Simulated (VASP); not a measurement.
Write the native input for VASP 6.6.1 that does the following.

```
Task                   : single point
Functional             : PBE
Potentials or basis    : VASP PAW PBE potentials, release 64 (Ti_sv)
Cutoff                 : 520 eV
k mesh                 : 18 × 18 × 18
Occupations            : gaussian, width 0.1 eV
Spin                   : no spin polarisation
Dipole correction      : no
Further INCAR settings : ALGO = Normal; EDIFF = 1e-06; NBANDS = 12
```

The structure of Ti lies in POSCAR:

```
Ti
1.0
   -1.6278176474      1.6278176474      1.6278176474
    1.6278176474     -1.6278176474      1.6278176474
    1.6278176474      1.6278176474     -1.6278176474
Ti
1
Direct
    0.0000000000      0.0000000000      0.0000000000
```

The input as run:

INCAR

```
PREC = Accurate
ENCUT = 520
EDIFF = 1E-6
ISMEAR = 0
SIGMA = 0.1
LREAL = False
LASPH = True
NELM = 80
ALGO = Normal
ISIF = 2
LWAVE = False
LCHARG = False
GGA = PE
NBANDS = 12
```

KPOINTS

```
regular mesh
0
Gamma
  18 18 18
```

Potentials or basis: VASP PAW PBE potentials, release 64 (Ti_sv).

Launch:

```sh
$ cat potpaw_PBE.64/Ti_sv/POTCAR > POTCAR
$ mpirun -np 1 vasp_std > vasp.out
```

Results of the run:

```
Pressure               : -0.3 GPa
Band gap on the k mesh : zero (band 6 reaches 9.15 eV, above the bottom of band 7 at 7.56 eV)
```

It took 23 s on 1 thread of Intel(R) Xeon(R) Platinum 8488C (Sapphire Rapids), with other jobs on the host, peak memory 0.17 GiB.
